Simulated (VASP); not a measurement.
A run of VASP 6.6.1 is set up as follows.

POSCAR

```
Au
1.0
    0.0000000000      2.1060257888      2.1060257888
    2.1060257888      0.0000000000      2.1060257888
    2.1060257888      2.1060257888      0.0000000000
Au
1
Direct
    0.0000000000      0.0000000000      0.0000000000
```

INCAR.step1

```
PREC     = Accurate       # precision mode
ENCUT    = 520            # plane-wave cutoff, eV
ISMEAR   = -1             # smearing method
SIGMA    = 0.1            # smearing width, eV
LREAL    = F              # projectors in reciprocal space
LASPH    = T              # aspherical terms in the spheres
NELM     = 100            # most SCF steps
NBANDS   = 12             # bands
GGA      = PE             # functional
ALGO     = Normal         # electronic algorithm
EDIFF    = 1E-4           # SCF threshold, eV
LWAVE    = T              # write WAVECAR
LCHARG   = F              # write CHGCAR
```

INCAR.step2

```
PREC     = Accurate       # precision mode
ENCUT    = 520            # plane-wave cutoff, eV
EDIFF    = 1E-6           # SCF threshold, eV
ISMEAR   = -1             # smearing method
SIGMA    = 0.1            # smearing width, eV
LREAL    = F              # projectors in reciprocal space
LASPH    = T              # aspherical terms in the spheres
NELM     = 100            # most SCF steps
ALGO     = Normal         # electronic algorithm
ISIF     = 2              # what is computed and relaxed
LWAVE    = F              # write WAVECAR
LCHARG   = T              # write CHGCAR
METAGGA  = R2SCAN         # meta-GGA
LMIXTAU  = T            
LELF     = T              # ELF
LVHAR    = T            
NBANDS   = 12             # bands
ISTART   = 1
```

Contents of KPOINTS:

```
Automatic mesh
0
Gamma
  14 14 14
```

Potentials or basis: VASP PAW PBE potentials, release 64 (Au).

Command:

```console
$ cat potpaw_PBE.64/Au/POTCAR > POTCAR
$ cp INCAR.step1 INCAR
$ mpirun -np 1 vasp_std > vasp.out
$ cp INCAR.step2 INCAR
$ mpirun -np 1 vasp_std > vasp.out
```

(1) Estimate the pressure.

(2) Estimate the band gap on the k mesh.

## Answers

(1) -7.8 GPa.

(2) zero (an odd number of electrons rules out a gap without spin polarisation).

Caveat: the cell stands under tension; the PAW data sets were made with another functional, which shifts forces and pressure a little; spin-orbit coupling is left out, which moves the levels of the heavy elements.
